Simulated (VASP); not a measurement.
# AgPt3 (Pm-3m) in VASP: notebook

Runs on AgPt3. Level: LDA. Tasks: electric field gradients.

All numbers are computed with VASP 6.6.1; they aren't measurements. Logs are shortened: lines on timing, memory, paths and dates and some standing lists are left out, and cuts for length are marked.

### 1 The cell of the first run

Symmetry: Pm-3m, No. 221, cubic system. Conventional cell: a = 3.926 Å, b = 3.926 Å, c = 3.926 Å, α = 90.00°, β = 90.00°, γ = 90.00°. Ag (site symmetry m-3m) has 12 Pt at 2.78 Å within 3.7 Å. Within 3.7 Å of Pt (site symmetry 4/mmm) lie 4 Ag at 2.78 Å and 8 Pt at 2.78 Å.

### 2 Electric field gradients, LDA (volume scaled by 1.02)

Input file INCAR:

```
PREC     = Accurate       # precision mode
ENCUT    = 520            # plane-wave cutoff, eV
EDIFF    = 1E-8           # SCF threshold, eV
ISMEAR   = -1             # smearing method
SIGMA    = 0.08           # smearing width, eV
LREAL    = False          # projectors in reciprocal space
LASPH    = True           # aspherical terms in the spheres
NELM     = 100            # most SCF steps
ALGO     = Normal         # electronic algorithm
ISIF     = 2              # what is computed and relaxed
LWAVE    = False          # write WAVECAR
LCHARG   = False          # write CHGCAR
LEFG     = True         
NBANDS   = 28             # bands
```

Input file KPOINTS:

```
regular mesh
0
Gamma
  9 9 9
```

Input file POSCAR:

```
AgPt3
1.0
    3.9258285673      0.0000000000      0.0000000000
    0.0000000000      3.9258285673      0.0000000000
    0.0000000000      0.0000000000      3.9258285673
Ag Pt
1 3
Direct
    0.0000000000      0.0000000000      0.0000000000
    0.0000000000      0.5000000000      0.5000000000
    0.5000000000      0.0000000000      0.5000000000
    0.5000000000      0.5000000000      0.0000000000
```

Potentials or basis: VASP PAW LDA potentials, release 64 (Ag, Pt).

On the command line:

```sh
cat potpaw_LDA.64/Ag/POTCAR potpaw_LDA.64/Pt/POTCAR > POTCAR
mpirun -np 1 vasp_std > vasp.out
```

OUTCAR:

```text
PREC = Accurate
   ENCUT = 520
   EDIFF = 1E-8
   ISMEAR = -1
   LREAL = False
   LASPH = True
   NELM = 100
   ISIF = 2

 ion  position               nearest neighbor table
   1  0.000  0.000  0.000-   2 2.78   3 2.78   4 2.78   2 2.78   3 2.78   2 2.78   4 2.78   2 2.78
                             3 2.78   4 2.78   3 2.78   4 2.78
   2  0.000  0.500  0.500-   1 2.78   3 2.78   4 2.78   1 2.78   4 2.78   1 2.78   3 2.78   1 2.78
                             3 2.78   4 2.78   4 2.78   3 2.78
   3  0.500  0.000  0.500-   1 2.78   2 2.78   4 2.78   1 2.78   4 2.78   2 2.78   4 2.78   4 2.78
                             1 2.78   2 2.78   1 2.78   2 2.78
   4  0.500  0.500  0.000-   1 2.78   2 2.78   3 2.78   2 2.78   3 2.78   1 2.78   3 2.78   3 2.78
                             1 2.78   2 2.78   2 2.78   1 2.78

  LATTYP: Found a simple cubic cell.
 ALAT       =     3.9258285673

  Lattice vectors:

 A1 = (   3.9258285673,   0.0000000000,   0.0000000000)
 A2 = (   0.0000000000,   3.9258285673,   0.0000000000)
 A3 = (   0.0000000000,   0.0000000000,   3.9258285673)

Analysis of symmetry for initial positions (statically):
=====================================================================
 Subroutine PRICEL returns:
 Original cell was already a primitive cell.

 Routine SETGRP: Setting up the symmetry group for a
 simple cubic supercell.

 Subroutine GETGRP returns: Found 48 space group operations
 (whereof 48 operations were pure point group operations)
 out of a pool of 48 trial point group operations.

The static configuration has the point symmetry O_h .

Analysis of symmetry for dynamics (positions and initial velocities):
=====================================================================
 Subroutine PRICEL returns:
 Original cell was already a primitive cell.

 Routine SETGRP: Setting up the symmetry group for a
 simple cubic supercell.

 Subroutine GETGRP returns: Found 48 space group operations
 (whereof 48 operations were pure point group operations)
 out of a pool of 48 trial point group operations.

The dynamic configuration has the point symmetry O_h .

 Subroutine INISYM returns: Found 48 space group operations
 (whereof 48 operations are pure point group operations),
 and found     1 'primitive' translations

----------------------------------------------------------------------------------------

                                     Primitive cell

  volume of cell :      60.5054

  direct lattice vectors                    reciprocal lattice vectors
     3.925828567  0.000000000  0.000000000     0.254723298  0.000000000  0.000000000
     0.000000000  3.925828567  0.000000000     0.000000000  0.254723298  0.000000000
     0.000000000  0.000000000  3.925828567     0.000000000  0.000000000  0.254723298

  length of vectors
     3.925828567  3.925828567  3.925828567     0.254723298  0.254723298  0.254723298

  position of ions in fractional coordinates (direct lattice)
     0.000000000  0.000000000  0.000000000
     0.000000000  0.500000000  0.500000000
     0.500000000  0.000000000  0.500000000
     0.500000000  0.500000000  0.000000000

  ion indices of the primitive-cell ions
   primitive index   ion index
                 1           1
                 2           2
                 3           3
                 4           4

----------------------------------------------------------------------------------------

 KPOINTS: regular mesh

Automatic generation of k-mesh.
 Grid dimensions read from file:
 generate k-points for:    9    9    9

 Generating k-lattice:

  Cartesian coordinates                     Fractional coordinates (reciprocal lattice)
     0.028302589  0.000000000  0.000000000     0.111111111  0.000000000  0.000000000
     0.000000000  0.028302589  0.000000000     0.000000000  0.111111111  0.000000000
     0.000000000  0.000000000  0.028302589     0.000000000  0.000000000  0.111111111

  Length of vectors
[... 39 lines left out ...]
   total plane-waves  NPLWV =  27000
   dimension x,y,z NGX =    30 NGY =   30 NGZ =   30
   dimension x,y,z NGXF=    60 NGYF=   60 NGZF=   60
   ions per type =               1   3
   NGX,Y,Z   is equivalent  to a cutoff of  12.70, 12.70, 12.70 a.u.
   NGXF,Y,Z  is equivalent  to a cutoff of  25.41, 25.41, 25.41 a.u.
 SYSTEM =  unknown system
   PREC   = accura    normal or accurate (medium, high low for compatibility)
   ISTART =      0    job   : 0-new  1-cont  2-samecut
   ICHARG =      2    charge: 1-file 2-atom 10-const
   ISPIN  =      1    spin polarized calculation?
   LNONCOLLINEAR =      F non collinear calculations
   LSORBIT =      F    spin-orbit coupling
   LASPH  =      T    aspherical Exc in radial PAW
   ENCUT  =  520.0 eV  38.22 Ry    6.18 a.u.   7.30  7.30  7.30*2*pi/ulx,y,z
   NELM   =    100;   NELMIN=  2; NELMDL= -5     # of ELM steps
   EDIFF  = 0.1E-07   stopping-criterion for ELM
   LREAL  =      F    real-space projection
   EDIFFG = 0.1E-06   stopping-criterion for IOM
   NSW    =      0    number of steps for IOM
   IBRION =     -1    ionic relax: 0-MD 1-quasi-New 2-CG
   NFREE  =      0    steps in history (QN), initial steepest desc. (CG)
   ISIF   =      2    stress and relaxation
   ISYM   =      2    0-nonsym 1-usesym 2-fastsym
   POTIM  = 0.5000    time-step for ionic-motion
   TEBEG  =    0.0;   TEEND  =   0.0 temperature during run
   PSTRESS=    0.0 pullay stress
   NELECT =      41.0000    total number of electrons
   NUPDOWN=      -1.0000    fix difference up-down
   EMIN   =  10.00;   EMAX   =-10.00  energy-range for DOS
   EFERMI =   0.00;   METHOD = LEGACY
   ISMEAR =    -1;   SIGMA  =   0.08  broadening in eV -4-tet -1-fermi 0-gaus
   EFERMI_NEDOS =   21; number of points for ismear=-14 and -15
   IALGO  =     38    algorithm
   IMIX   =      4    mixing-type and parameters
     AMIX     =   0.40;   BMIX     =  1.00
     AMIX_MAG =   1.60;   BMIX_MAG =  1.00
  volume/ion in A,a.u.               =      15.13       102.08
  Fermi-wavevector in a.u.,A,eV,Ry     =   1.437931  2.717296 28.132035  2.067646
  Thomas-Fermi vector in A             =   2.556954
   LORBIT       =      0    0 simple, 1 ext, 2 COOP (PROOUT), +10 PAW based schemes
   GGA     = CA    functional components
   LHFCALC =     F    Hartree Fock is set to
   AEXX    =    0.0000 exact exchange contribution
   IVDW    =     0    specifies the selected vdW correction
   LEPSILON=     F    determine dielectric tensor
   LRPA    =     F    only Hartree local field effects (RPA)
 non-spin polarized calculation
  energy-cutoff  :      520.00
  volume of cell :       60.51
 maximum number of plane-waves:      1647
 NGX is ok and might be reduce to    30
   NGX = 15   NGY = 15   NGZ = 15

 number of electron      41.0000018 magnetization

 Free energy of the ion-electron system (eV)
  ---------------------------------------------------
  ext. energy  EPLUGINS =         0.00000000
  ---------------------------------------------------
  free energy    TOTEN  =       -26.25104007 eV

  energy without entropy =      -26.17915018  energy(sigma->0) =      -26.21509512

 E-fermi :  10.4958     XC(G=0): -13.5779

 val. band max:       10.4498287816   @ k =   0.4444   0.3333   0.2222
 cond. band min:      10.5017431034   @ k =   0.4444   0.2222   0.1111
 fundamental gap:      0.0519143218
 Fermi energy:        10.4958211462

 k-point     1 :       0.0000    0.0000    0.0000
  band No.  band energies     occupation
      1       0.9030      2.00000
      2       3.6356      2.00000
      3       3.6356      2.00000
      4       3.8218      2.00000
      5       4.0475      2.00000
      6       4.0475      2.00000
[... 733 lines left out ...]
     27      21.2397      0.00000
     28      22.3615      0.00000

 [... further k-points ...]
[... 5 lines left out ...]
  --------------------------------------------------------------------------------------
  -------------------------------------------------------------------------------------
  Total       -0.8598875     -0.8598875     -0.8598875      0.0000000     -0.0000000      0.0000000
  in kB      -22.7697477    -22.7697477    -22.7697477      0.0000000     -0.0000000      0.0000000
  external PRESSURE =     -22.7697477 kB  Pullay stress =       0.0000000 kB

 VOLUME and BASIS-vectors are now :
 -----------------------------------------------------------------------------
  energy-cutoff  :      520.00
  volume of cell :       60.51
      direct lattice vectors                 reciprocal lattice vectors
     3.925828567  0.000000000  0.000000000     0.254723298  0.000000000  0.000000000
     0.000000000  3.925828567  0.000000000     0.000000000  0.254723298  0.000000000
     0.000000000  0.000000000  3.925828567     0.000000000  0.000000000  0.254723298

 POSITION                                       TOTAL-FORCE (eV/Angst)
 -----------------------------------------------------------------------------------
      0.00000      0.00000      0.00000         0.000000      0.000000      0.000000
      0.00000      1.96291      1.96291         0.000000      0.000000      0.000000
      1.96291      0.00000      1.96291         0.000000      0.000000      0.000000
      1.96291      1.96291      0.00000         0.000000      0.000000      0.000000
 -----------------------------------------------------------------------------------
    total drift:                                0.000000      0.000000     -0.000000

  FREE ENERGIE OF THE ION-ELECTRON SYSTEM (eV)
  ---------------------------------------------------
  free  energy   TOTEN  =       -26.2510400662 eV

  energy  without entropy=      -26.1791501789  energy(sigma->0) =      -26.21509512

 Electric field gradients (V/A^2)
---------------------------------------------------------------------
 ion       V_xx      V_yy      V_zz      V_xy      V_xz      V_yz
---------------------------------------------------------------------
   1      -0.000     0.000     0.000     0.000     0.000    -0.000
   2     -13.606     6.803     6.803     0.000     0.000    -0.000
   3       6.803   -13.606     6.803    -0.000     0.000    -0.000
   4       6.803     6.803   -13.606    -0.000     0.000     0.000
---------------------------------------------------------------------

 Electric field gradients after diagonalization (V/A^2)
 (convention: |V_zz| > |V_xx| > |V_yy|)
----------------------------------------------------------------------
 ion       V_xx      V_yy      V_zz     asymmetry (V_yy - V_xx)/ V_zz
----------------------------------------------------------------------
   1       0.000    -0.000     0.000      -0.914
   2       6.803     6.803   -13.606       0.000
   3       6.803     6.803   -13.606       0.000
   4       6.803     6.803   -13.606       0.000
----------------------------------------------------------------------

           NMR quadrupolar parameters

 Cq : quadrupolar parameter    Cq=e*Q*V_zz/h
 eta: asymmetry parameters     (V_yy - V_xx)/ V_zz
 Q  : nuclear electric quadrupole moment in mb (millibarn)
----------------------------------------------------------------------
 ion       Cq(MHz)       eta       Q (mb)
----------------------------------------------------------------------
   1       0.000      -0.914       1.000
   2      -0.033       0.000       1.000
   3      -0.033       0.000       1.000
   4      -0.033       0.000       1.000
----------------------------------------------------------------------
```

Wall time 40 s (1 thread of Intel Xeon Platinum 8124M at 3.00GHz (Skylake/Cascade Lake), shared host); peak memory 0.18 GiB.

What came out:

```
Free energy : -26.2510 eV
Pressure    : -2.3 GPa
```

Levels at points of the mesh, in eV from the Fermi level:
| k point | band 17 | band 18 | band 19 | band 20 | band 21 | band 22 | band 23 | band 24 |
| --- | --- | --- | --- | --- | --- | --- | --- | --- |
| (0.00, 0.00, 0.00) | -0.41 | 0.32 | 0.74 | 0.74 | 0.74 | 1.98 | 1.98 | 1.98 |

Electric field gradients, principal values (V/Å²):
```
atom  least  middle  greatest (by size)
1 Ag  0.000   0.000               0.000
2 Pt  6.803   6.803             -13.606
3 Pt  6.803   6.803             -13.606
4 Pt  6.803   6.803             -13.606
```

Caveat: without QUAD_EFG the Cq values of the log hold for a quadrupole moment of 1 mb, not for the nuclei; spin-orbit coupling is left out, which moves the levels of the heavy elements.

[end of part 1 of 2]
